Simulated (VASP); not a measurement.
# BaTiO3 (R-3m) in VASP: further runs

Runs on BaTiO3. Level: LDA. Tasks: electric field gradients.

All numbers are computed with VASP 6.6.1; they aren't measurements. Logs are shortened: lines on timing, memory, paths and dates and some standing lists are left out, and cuts for length are marked.

## Step 1: The cell of the first run

Symmetry: R-3m, No. 166, trigonal system. Conventional cell: a = 5.696 Å, b = 5.696 Å, c = 6.871 Å, α = 90.00°, β = 90.00°, γ = 120.00°. Ba (site symmetry -3m) has 12 O at 2.82 to 2.85 Å and 8 Ti at 3.44 to 3.48 Å within 3.7 Å. Ti (site symmetry -3m) has 6 O at 2.00 Å within 2.7 Å. O (site symmetry 2/m) has 2 Ti at 2.00 Å within 2.7 Å.

## Step 2: Electric field gradients, LDA (equal xy, yz and zx shear strains of -1 %)

INCAR

```
SYSTEM = BaTiO3
PREC = Accurate
ENCUT = 520
EDIFF = 1E-8
ISMEAR = -1
SIGMA = 0.05
LREAL = .False.
LASPH = .True.
NELM = 100
ALGO = Normal
ISIF = 2
LWAVE = .False.
LCHARG = .False.
GGA = CA
LEFG = .True.
NBANDS = 28
```

KPOINTS

```
Automatic mesh
0
Gamma
  8 8 8
  0 0 0
```

POSCAR

```
BaTiO3
1.0
    4.0073000000     -0.0200365000     -0.0200365000
   -0.0200365000      4.0073000000     -0.0200365000
   -0.0200365000     -0.0200365000      4.0073000000
Ba Ti O
1 1 3
Direct
    0.5000000000      0.5000000000      0.5000000000
    0.0000000000      0.0000000000      0.0000000000
    0.5000000000      0.0000000000      0.0000000000
    0.0000000000      0.5000000000      0.0000000000
    0.0000000000      0.0000000000      0.5000000000
```

Potentials or basis: VASP PAW LDA potentials, release 64 (Ba_sv, Ti_sv, O).

On the command line:

```bash
$ cat potpaw_LDA.64/Ba_sv/POTCAR potpaw_LDA.64/Ti_sv/POTCAR potpaw_LDA.64/O/POTCAR > POTCAR
$ mpirun -np 1 vasp_std > vasp.out
```

OUTCAR:

```text
SYSTEM = BaTiO3
   PREC = Accurate
   ENCUT = 520
   EDIFF = 1E-8
   ISMEAR = -1
   LREAL = .False.
   LASPH = .True.
   NELM = 100
   ISIF = 2
   GGA = CA

 ion  position               nearest neighbor table
   1  0.500  0.500  0.500-   3 2.82   4 2.82   5 2.82   3 2.82   4 2.82   5 2.82   5 2.85   3 2.85
                             4 2.85   5 2.85   4 2.85   3 2.85   2 3.44   2 3.44   2 3.48   2 3.48
   2  0.000  0.000  0.000-   3 2.00   4 2.00   5 2.00   5 2.00   4 2.00   3 2.00   1 3.44   1 3.44
                             1 3.48   1 3.48   1 3.48   1 3.48   1 3.48   1 3.48
   3  0.500  0.000  0.000-   2 2.00   2 2.00   1 2.82   1 2.82   1 2.85   1 2.85
   4  0.000  0.500  0.000-   2 2.00   2 2.00   1 2.82   1 2.82   1 2.85   1 2.85
   5  0.000  0.000  0.500-   2 2.00   2 2.00   1 2.82   1 2.82   1 2.85   1 2.85

  LATTYP: Found a trigonal (rhomboedric) cell.
 ALAT       =     4.0074001812
 COS(alpha) =    -0.0099745013

  Lattice vectors:

 A1 = (   4.0073000000,  -0.0200365000,  -0.0200365000)
 A2 = (  -0.0200365000,   4.0073000000,  -0.0200365000)
 A3 = (  -0.0200365000,  -0.0200365000,   4.0073000000)

Analysis of symmetry for initial positions (statically):
=====================================================================
 Subroutine PRICEL returns:
 Original cell was already a primitive cell.

 Routine SETGRP: Setting up the symmetry group for a
 trigonal (rhombohedral) supercell.

 Subroutine GETGRP returns: Found 12 space group operations
 (whereof 12 operations were pure point group operations)
 out of a pool of 12 trial point group operations.

The static configuration has the point symmetry D_3d.

Analysis of symmetry for dynamics (positions and initial velocities):
=====================================================================
 Subroutine PRICEL returns:
 Original cell was already a primitive cell.

 Routine SETGRP: Setting up the symmetry group for a
 trigonal (rhombohedral) supercell.

 Subroutine GETGRP returns: Found 12 space group operations
 (whereof 12 operations were pure point group operations)
 out of a pool of 12 trial point group operations.

The dynamic configuration has the point symmetry D_3d.

 Subroutine INISYM returns: Found 12 space group operations
[... 153 lines left out ...]
 val. band max:        3.5120776813   @ k =   0.5000   0.5000   0.5000
 cond. band min:       5.1098410887   @ k =   0.0000   0.0000   0.0000
 fundamental gap:      1.5977634074
 Fermi energy:         4.3356663230

 k-point     1 :       0.0000    0.0000    0.0000
  band No.  band energies     occupation
      1     -52.4050      2.00000
      2     -29.0254      2.00000
      3     -29.0133      2.00000
      4     -29.0133      2.00000
      5     -21.1687      2.00000
      6     -13.0775      2.00000
[... 733 lines left out ...]
     27      10.9145      0.00000
     28      12.0894      0.00000

 [... further k-points ...]

------------------------ aborting loop because EDIFF is reached ----------------------------------------

  FORCE on cell =-STRESS in cart. coord.  units (eV):
  Direction    XX          YY          ZZ          XY          YZ          ZX
  --------------------------------------------------------------------------------------
  -------------------------------------------------------------------------------------
  Total       -2.9755647     -2.9755647     -2.9755647      0.4958075      0.4958075      0.4958075
  in kB      -74.0895732    -74.0895732    -74.0895732     12.3452765     12.3452765     12.3452765
  external PRESSURE =     -74.0895732 kB  Pullay stress =       0.0000000 kB

 VOLUME and BASIS-vectors are now :
 -----------------------------------------------------------------------------
  energy-cutoff  :      520.00
  volume of cell :       64.35
      direct lattice vectors                 reciprocal lattice vectors
     4.007300000 -0.020036500 -0.020036500     0.249557122  0.001254056  0.001254056
    -0.020036500  4.007300000 -0.020036500     0.001254056  0.249557122  0.001254056
    -0.020036500 -0.020036500  4.007300000     0.001254056  0.001254056  0.249557122

 POSITION                                       TOTAL-FORCE (eV/Angst)
 -----------------------------------------------------------------------------------
      1.98361      1.98361      1.98361         0.000000     -0.000000     -0.000000
      0.00000      0.00000      0.00000         0.000000     -0.000000      0.000000
      2.00365     -0.01002     -0.01002        -0.000000     -0.000000      0.000000
     -0.01002      2.00365     -0.01002         0.000000     -0.000000      0.000000
     -0.01002     -0.01002      2.00365        -0.000000      0.000000      0.000000
 -----------------------------------------------------------------------------------
    total drift:                                0.000000     -0.000000      0.000000

  FREE ENERGIE OF THE ION-ELECTRON SYSTEM (eV)
  ---------------------------------------------------
  free  energy   TOTEN  =       -44.0880167267 eV

  energy  without entropy=      -44.0880167206  energy(sigma->0) =      -44.08801672

 Electric field gradients (V/A^2)
---------------------------------------------------------------------
 ion       V_xx      V_yy      V_zz      V_xy      V_xz      V_yz
---------------------------------------------------------------------
   1       0.000     0.000    -0.000    -6.676    -6.676    -6.676
   2      -0.000    -0.000     0.000     1.882     1.882     1.882
   3      21.731   -10.865   -10.865    -1.314    -1.314     0.036
   4     -10.865    21.731   -10.865    -1.314     0.036    -1.314
   5     -10.865   -10.865    21.731     0.036    -1.314    -1.314
---------------------------------------------------------------------

 Electric field gradients after diagonalization (V/A^2)
 (convention: |V_zz| > |V_xx| > |V_yy|)
----------------------------------------------------------------------
 ion       V_xx      V_yy      V_zz     asymmetry (V_yy - V_xx)/ V_zz
----------------------------------------------------------------------
   1       6.676     6.676   -13.352       0.000
   2      -1.882    -1.882     3.765       0.000
   3     -10.935   -10.902    21.836       0.002
   4     -10.935   -10.902    21.836       0.002
   5     -10.935   -10.902    21.836       0.002
----------------------------------------------------------------------

           NMR quadrupolar parameters

 Cq : quadrupolar parameter    Cq=e*Q*V_zz/h
 eta: asymmetry parameters     (V_yy - V_xx)/ V_zz
 Q  : nuclear electric quadrupole moment in mb (millibarn)
----------------------------------------------------------------------
 ion       Cq(MHz)       eta       Q (mb)
----------------------------------------------------------------------
   1      -0.032       0.000       1.000
   2       0.009       0.000       1.000
   3       0.053       0.002       1.000
   4       0.053       0.002       1.000
   5       0.053       0.002       1.000
----------------------------------------------------------------------
```

stdout:

```text
POSCAR found type information on POSCAR BaTiO
 POSCAR found :  3 types and       5 ions
 scaLAPACK will be used
 LDA part: xc-table for (Slater(with rela. corr.)+CA(PZ))
 , standard interpolation
 POSCAR, INCAR and KPOINTS ok, starting setup
 FFT: planning ... GRIDC
 FFT: planning ... GRID_SOFT
 FFT: planning ... GRID
 WAVECAR not read
 entering main loop
ion   1

ion   2

ion   3
     0.0000293     0.3789299     0.0236882     1.6698751     0.3789299    -2.8923084
     0.0000403     0.3789299     0.0236882     1.6698750     0.3789299    -2.8923084
     0.0000555     0.3789299     0.0236882     1.6698750     0.3789299    -2.8923084
     0.0000765     0.3789299     0.0236882     1.6698749     0.3789299    -2.8923082

     0.0000293     1.1958354     0.0209145     7.2559399     1.1958354   -12.5676566
     0.0000403     1.1958352     0.0209145     7.2559385     1.1958352   -12.5676542
     0.0000555     1.1958348     0.0209145     7.2559361     1.1958348   -12.5676500
     0.0000765     1.1958342     0.0209145     7.2559321     1.1958342   -12.5676431

ion   4
     0.0000293     0.3789299     0.3789299     1.6698751     0.0236882     2.8923084
     0.0000403     0.3789299     0.3789299     1.6698750     0.0236882     2.8923084
     0.0000555     0.3789299     0.3789299     1.6698750     0.0236882     2.8923084
     0.0000765     0.3789299     0.3789299     1.6698749     0.0236882     2.8923082

     0.0000293     1.1958354     1.1958354     7.2559399     0.0209145    12.5676566
     0.0000403     1.1958352     1.1958352     7.2559385     0.0209145    12.5676542
     0.0000555     1.1958348     1.1958348     7.2559361     0.0209145    12.5676500
     0.0000765     1.1958342     1.1958342     7.2559321     0.0209145    12.5676431

ion   5
```

Run time: 59 s. Hardware: 1 thread of Intel Xeon Platinum 8559C (Emerald Rapids), shared host; peak memory 0.23 GiB.

What came out:

```yaml
Free_energy: -44.0880 eV
Pressure: -7.4 GPa
Band_gap_on_the_k_mesh: 1.60 eV (least direct gap 1.70 eV)
Largest_electric_field_gradient_by_atom: Ba -13.4; Ti +3.8; O +21.8 V/Å²
```

Electric field gradients, principal values (V/Å²):
| atom | least | middle | greatest (by size) |
| --- | --- | --- | --- |
| 1 Ba | 6.676 | 6.676 | -13.352 |
| 2 Ti | -1.882 | -1.882 | 3.765 |
| 3 O | -10.902 | -10.935 | 21.836 |
| 4 O | -10.902 | -10.935 | 21.836 |
| 5 O | -10.902 | -10.935 | 21.836 |

Caveat: the cell differs from its parent crystal (equal xy, yz and zx shear strains of -1 %); the cell stands under tension; without QUAD_EFG the Cq values of the log hold for a quadrupole moment of 1 mb, not for the nuclei; spin-orbit coupling is left out, which moves the levels of the heavy elements. A k mesh can miss the band edges.

(Part 1 of 2 ends here.)
